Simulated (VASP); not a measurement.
# SrLiH3 (Pm-3m) in VASP: single point with PBE

Aim: the single point of SrLiH3 with PBE.

All numbers are computed with VASP 6.6.1; they aren't measurements. Logs are shortened: lines on timing, memory, paths and dates and some standing lists are left out, and cuts for length are marked.

### 1 The cell of the first run

The structure is cubic, space group Pm-3m (No. 221). The conventional cell has a = 4.631 Å, b = 4.631 Å, c = 4.631 Å, α = 90.00°, β = 90.00°, γ = 90.00°. Li (site symmetry m-3m) has 12 H at 3.27 Å and 8 Sr at 4.01 Å within 4.3 Å. Within 3.1 Å of Sr (site symmetry m-3m) lie 6 H at 2.32 Å. H (site symmetry 4/mmm) has 2 Sr at 2.32 Å within 3.1 Å.

### 2 Single point, PBE

The input, INCAR:

```
SYSTEM = SrLiH3
PREC     = Accurate       ! precision mode
ENCUT    = 520            ! plane-wave cutoff, eV
EDIFF    = 1E-7           ! SCF threshold, eV
ISMEAR   = 0              ! smearing method
SIGMA    = 0.05           ! smearing width, eV
LREAL    = .False.        ! projectors in reciprocal space
LASPH    = .True.         ! aspherical terms in the spheres
NELM     = 60             ! most SCF steps
ALGO     = Normal         ! electronic algorithm
ISIF     = 2              ! what is computed and relaxed
LWAVE    = .False.        ! write WAVECAR
LCHARG   = .False.        ! write CHGCAR
GGA      = PE             ! functional
NBANDS   = 16             ! bands
```

The input, KPOINTS:

```
regular mesh
0
Gamma
  6 6 6
  0 0 0
```

The input, POSCAR:

```
SrLiH3
1.0
    4.6307910000      0.0000000000      0.0000000000
    0.0000000000      4.6307910000      0.0000000000
    0.0000000000      0.0000000000      4.6307910000
Li Sr H
1 1 3
Direct
    0.0000000000      0.0000000000      0.0000000000
    0.5000000000      0.5000000000      0.5000000000
    0.0000000000      0.5000000000      0.5000000000
    0.5000000000      0.0000000000      0.5000000000
    0.5000000000      0.5000000000      0.0000000000
```

Potentials or basis: VASP PAW PBE potentials, release 64 (Li_sv, Sr_sv, H).

Launch:

```sh
> cat potpaw_PBE.64/Li_sv/POTCAR potpaw_PBE.64/Sr_sv/POTCAR potpaw_PBE.64/H/POTCAR > POTCAR
> mpirun -np 1 vasp_std > vasp.out
```

OUTCAR:

```text
SYSTEM = SrLiH3
   PREC = Accurate
   ENCUT = 520
   EDIFF = 1E-7
   ISMEAR = 0
   LREAL = .False.
   LASPH = .True.
   NELM = 60
   ISIF = 2
   GGA = PE

 ion  position               nearest neighbor table
   1  0.000  0.000  0.000-
   2  0.500  0.500  0.500-   3 2.32   4 2.32   5 2.32   5 2.32   4 2.32   3 2.32
   3  0.000  0.500  0.500-   2 2.32   2 2.32
   4  0.500  0.000  0.500-   2 2.32   2 2.32
   5  0.500  0.500  0.000-   2 2.32   2 2.32

  LATTYP: Found a simple cubic cell.
 ALAT       =     4.6307910000

  Lattice vectors:

 A1 = (   4.6307910000,   0.0000000000,   0.0000000000)
 A2 = (   0.0000000000,   4.6307910000,   0.0000000000)
 A3 = (   0.0000000000,   0.0000000000,   4.6307910000)

Analysis of symmetry for initial positions (statically):
=====================================================================
 Subroutine PRICEL returns:
 Original cell was already a primitive cell.

 Routine SETGRP: Setting up the symmetry group for a
 simple cubic supercell.

 Subroutine GETGRP returns: Found 48 space group operations
 (whereof 48 operations were pure point group operations)
 out of a pool of 48 trial point group operations.

The static configuration has the point symmetry O_h .

Analysis of symmetry for dynamics (positions and initial velocities):
=====================================================================
 Subroutine PRICEL returns:
 Original cell was already a primitive cell.

 Routine SETGRP: Setting up the symmetry group for a
 simple cubic supercell.

 Subroutine GETGRP returns: Found 48 space group operations
 (whereof 48 operations were pure point group operations)
 out of a pool of 48 trial point group operations.

The dynamic configuration has the point symmetry O_h .

 Subroutine INISYM returns: Found 48 space group operations
 (whereof 48 operations are pure point group operations),
 and found     1 'primitive' translations

----------------------------------------------------------------------------------------

                                     Primitive cell

  volume of cell :      99.3037

  direct lattice vectors                    reciprocal lattice vectors
     4.630791000  0.000000000  0.000000000     0.215945829  0.000000000  0.000000000
     0.000000000  4.630791000  0.000000000     0.000000000  0.215945829  0.000000000
     0.000000000  0.000000000  4.630791000     0.000000000  0.000000000  0.215945829

  length of vectors
     4.630791000  4.630791000  4.630791000     0.215945829  0.215945829  0.215945829

  position of ions in fractional coordinates (direct lattice)
     0.000000000  0.000000000  0.000000000
     0.500000000  0.500000000  0.500000000
     0.000000000  0.500000000  0.500000000
     0.500000000  0.000000000  0.500000000
     0.500000000  0.500000000  0.000000000

  ion indices of the primitive-cell ions
   primitive index   ion index
                 1           1
                 2           2
                 3           3
                 4           4
                 5           5

----------------------------------------------------------------------------------------

 KPOINTS: regular mesh

Automatic generation of k-mesh.
 Grid dimensions read from file:
 generate k-points for:    6    6    6

 Generating k-lattice:

  Cartesian coordinates                     Fractional coordinates (reciprocal lattice)
     0.035990971  0.000000000  0.000000000     0.166666667  0.000000000  0.000000000
     0.000000000  0.035990971  0.000000000     0.000000000  0.166666667  0.000000000
     0.000000000  0.000000000  0.035990971     0.000000000  0.000000000  0.166666667

  Length of vectors
     0.035990971  0.035990971  0.035990971

  Shift w.r.t. Gamma in fractional coordinates (k-lattice)
     0.000000000  0.000000000  0.000000000

 Subroutine IBZKPT returns following result:
 ===========================================

 Found     20 irreducible k-points:

 Following reciprocal coordinates:
            Coordinates               Weight
  0.000000  0.000000  0.000000      1.000000
  0.166667  0.000000  0.000000      6.000000
  0.333333  0.000000  0.000000      6.000000
  0.500000  0.000000  0.000000      3.000000
  0.166667  0.166667  0.000000     12.000000
  0.333333  0.166667  0.000000     24.000000
[... 12 lines left out ...]
  0.500000  0.500000  0.333333      6.000000
  0.500000  0.500000  0.500000      1.000000
   k-points           NKPTS =     20   k-points in BZ     NKDIM =     20   number of bands    NBANDS=     16
   number of dos      NEDOS =    301   number of ions     NIONS =      5
   total plane-waves  NPLWV =  46656
   dimension x,y,z NGX =    36 NGY =   36 NGZ =   36
   dimension x,y,z NGXF=    72 NGYF=   72 NGZF=   72
   ions per type =               1   1   3
   NGX,Y,Z   is equivalent  to a cutoff of  12.92, 12.92, 12.92 a.u.
   NGXF,Y,Z  is equivalent  to a cutoff of  25.85, 25.85, 25.85 a.u.
 SYSTEM =  SrLiH3
   PREC   = accura    normal or accurate (medium, high low for compatibility)
   ISTART =      0    job   : 0-new  1-cont  2-samecut
   ICHARG =      2    charge: 1-file 2-atom 10-const
   ISPIN  =      1    spin polarized calculation?
   LNONCOLLINEAR =      F non collinear calculations
   LSORBIT =      F    spin-orbit coupling
   LASPH  =      T    aspherical Exc in radial PAW
   ENCUT  =  520.0 eV  38.22 Ry    6.18 a.u.   8.61  8.61  8.61*2*pi/ulx,y,z
   NELM   =     60;   NELMIN=  2; NELMDL= -5     # of ELM steps
   EDIFF  = 0.1E-06   stopping-criterion for ELM
   LREAL  =      F    real-space projection
   EDIFFG = 0.1E-05   stopping-criterion for IOM
   NSW    =      0    number of steps for IOM
   IBRION =     -1    ionic relax: 0-MD 1-quasi-New 2-CG
   NFREE  =      0    steps in history (QN), initial steepest desc. (CG)
   ISIF   =      2    stress and relaxation
   ISYM   =      2    0-nonsym 1-usesym 2-fastsym
   POTIM  = 0.5000    time-step for ionic-motion
   TEBEG  =    0.0;   TEEND  =   0.0 temperature during run
   PSTRESS=    0.0 pullay stress
   NELECT =      16.0000    total number of electrons
   NUPDOWN=      -1.0000    fix difference up-down
   EMIN   =  10.00;   EMAX   =-10.00  energy-range for DOS
   EFERMI =   0.00;   METHOD = LEGACY
   ISMEAR =     0;   SIGMA  =   0.05  broadening in eV -4-tet -1-fermi 0-gaus
   EFERMI_NEDOS =   21; number of points for ismear=-14 and -15
   IALGO  =     38    algorithm
   IMIX   =      4    mixing-type and parameters
     AMIX     =   0.40;   BMIX     =  1.00
     AMIX_MAG =   1.60;   BMIX_MAG =  1.00
  volume/ion in A,a.u.               =      19.86       134.03
  Fermi-wavevector in a.u.,A,eV,Ry     =   0.890826  1.683417 10.797193  0.793571
  Thomas-Fermi vector in A             =   2.012567
   LORBIT       =      0    0 simple, 1 ext, 2 COOP (PROOUT), +10 PAW based schemes
   GGA     = PE    functional components
   LHFCALC =     F    Hartree Fock is set to
   AEXX    =    0.0000 exact exchange contribution
   IVDW    =     0    specifies the selected vdW correction
   LEPSILON=     F    determine dielectric tensor
   LRPA    =     F    only Hartree local field effects (RPA)
 non-spin polarized calculation
 Gauss-broadening in eV      SIGMA  =   0.05
  energy-cutoff  :      520.00
  volume of cell :       99.30
 maximum number of plane-waves:      2721
 NGX is ok and might be reduce to    36
   NGX = 17   NGY = 17   NGZ = 17

 number of electron      16.0000001 magnetization

 Free energy of the ion-electron system (eV)
  ---------------------------------------------------
  ext. energy  EPLUGINS =         0.00000000
  ---------------------------------------------------
  free energy    TOTEN  =       -13.85689960 eV

  energy without entropy =      -13.85689960  energy(sigma->0) =      -13.85689960

 E-fermi :  -1.2168     XC(G=0):  -6.7761

 val. band max:       -1.4703708235   @ k =   0.5000   0.5000   0.5000
 cond. band min:       0.3574052123   @ k =   0.5000   0.5000   0.0000
 fundamental gap:      1.8277760358
 Fermi energy:        -1.2167865491

 k-point     1 :       0.0000    0.0000    0.0000
  band No.  band energies     occupation
      1     -49.1323      2.00000
      2     -34.3190      2.00000
      3     -16.3786      2.00000
      4     -16.3786      2.00000
      5     -16.3786      2.00000
      6      -4.5548      2.00000
[... 8 lines left out ...]
     15       5.5218      0.00000
     16       8.3117      0.00000

 k-point     2 :       0.1667    0.0000    0.0000
  band No.  band energies     occupation
      1     -49.1322      2.00000
      2     -34.3183      2.00000
      3     -16.4067      2.00000
      4     -16.3774      2.00000
      5     -16.3774      2.00000
      6      -4.3758      2.00000
[... 8 lines left out ...]
     15       5.6999      0.00000
     16       7.3173      0.00000

 k-point     3 :       0.3333    0.0000    0.0000
  band No.  band energies     occupation
      1     -49.1322      2.00000
      2     -34.3169      2.00000
      3     -16.4620      2.00000
      4     -16.3749      2.00000
      5     -16.3749      2.00000
      6      -3.9665      2.00000
[... 8 lines left out ...]
     15       6.2155      0.00000
     16       6.3217      0.00000

 k-point     4 :       0.5000    0.0000    0.0000
  band No.  band energies     occupation
      1     -49.1322      2.00000
      2     -34.3162      2.00000
      3     -16.4891      2.00000
      4     -16.3737      2.00000
      5     -16.3737      2.00000
      6      -3.7134      2.00000
[... 8 lines left out ...]
     15       6.0359      0.00000
     16       6.8269      0.00000

 k-point     5 :       0.1667    0.1667    0.0000
  band No.  band energies     occupation
      1     -49.1322      2.00000
      2     -34.3176      2.00000
      3     -16.4058      2.00000
      4     -16.4049      2.00000
      5     -16.3762      2.00000
      6      -4.1921      2.00000
[... 8 lines left out ...]
     15       6.2914      0.00000
     16       7.5453      0.00000

 k-point     6 :       0.3333    0.1667    0.0000
  band No.  band energies     occupation
      1     -49.1322      2.00000
      2     -34.3162      2.00000
      3     -16.4604      2.00000
      4     -16.4027      2.00000
      5     -16.3738      2.00000
      6      -3.7712      2.00000
[... 8 lines left out ...]
     15       6.7674      0.00000
     16       6.9875      0.00000
[... 191 lines left out ...]
 k-point    17 :       0.3333    0.3333    0.3333
  band No.  band energies     occupation
      1     -49.1322      2.00000
      2     -34.3128      2.00000
      3     -16.4537      2.00000
      4     -16.4523      2.00000
      5     -16.4523      2.00000
      6      -2.5772      2.00000
[... 8 lines left out ...]
     15       6.2485      0.00000
     16       6.3493      0.00000

 k-point    18 :       0.5000    0.3333    0.3333
  band No.  band energies     occupation
      1     -49.1321      2.00000
      2     -34.3121      2.00000
      3     -16.4793      2.00000
      4     -16.4517      2.00000
      5     -16.4508      2.00000
      6      -2.2347      2.00000
[... 8 lines left out ...]
     15       6.3750      0.00000
     16       6.6048      0.00000

 k-point    19 :       0.5000    0.5000    0.3333
  band No.  band energies     occupation
      1     -49.1321      2.00000
      2     -34.3114      2.00000
      3     -16.4777      2.00000
      4     -16.4777      2.00000
      5     -16.4497      2.00000
      6      -1.8796      2.00000
[... 8 lines left out ...]
     15       6.4532      0.00000
     16       7.0566      0.00000

 k-point    20 :       0.5000    0.5000    0.5000
  band No.  band energies     occupation
      1     -49.1321      2.00000
      2     -34.3107      2.00000
      3     -16.4760      2.00000
      4     -16.4760      2.00000
      5     -16.4760      2.00000
      6      -1.4704      2.00000
[... 8 lines left out ...]
     15       5.8001      0.00000
     16       7.6798      0.00000

------------------------ aborting loop because EDIFF is reached ----------------------------------------

  FORCE on cell =-STRESS in cart. coord.  units (eV):
  Direction    XX          YY          ZZ          XY          YZ          ZX
  --------------------------------------------------------------------------------------
  -------------------------------------------------------------------------------------
  Total        0.1084204      0.1084204      0.1084204     -0.0000000     -0.0000000     -0.0000000
  in kB        1.7492675      1.7492675      1.7492675     -0.0000000     -0.0000000     -0.0000000
  external PRESSURE =       1.7492675 kB  Pullay stress =       0.0000000 kB

 VOLUME and BASIS-vectors are now :
 -----------------------------------------------------------------------------
  energy-cutoff  :      520.00
  volume of cell :       99.30
      direct lattice vectors                 reciprocal lattice vectors
     4.630791000  0.000000000  0.000000000     0.215945829  0.000000000  0.000000000
     0.000000000  4.630791000  0.000000000     0.000000000  0.215945829  0.000000000
     0.000000000  0.000000000  4.630791000     0.000000000  0.000000000  0.215945829

 POSITION                                       TOTAL-FORCE (eV/Angst)
 -----------------------------------------------------------------------------------
      0.00000      0.00000      0.00000         0.000000      0.000000      0.000000
      2.31540      2.31540      2.31540         0.000000      0.000000      0.000000
      0.00000      2.31540      2.31540         0.000000      0.000000      0.000000
      2.31540      0.00000      2.31540         0.000000      0.000000      0.000000
      2.31540      2.31540      0.00000         0.000000      0.000000      0.000000
 -----------------------------------------------------------------------------------
    total drift:                                0.000000      0.000000      0.000000

  FREE ENERGIE OF THE ION-ELECTRON SYSTEM (eV)
  ---------------------------------------------------
  free  energy   TOTEN  =       -13.8568995970 eV

  energy  without entropy=      -13.8568995970  energy(sigma->0) =      -13.85689960
```

Wall time 35 s (1 thread of Intel Xeon 8259CL, shared host); peak memory 0.22 GiB.

Results:

* Free energy: -13.8569 eV
* Band gap on the k mesh: 1.83 eV (least direct gap 2.25 eV)

Caveat: the cutoff is under 1.25 times the usual one of these potentials, so pressure, stress and relaxed cells hold a basis-set (Pulay) error. A k mesh can miss the band edges.
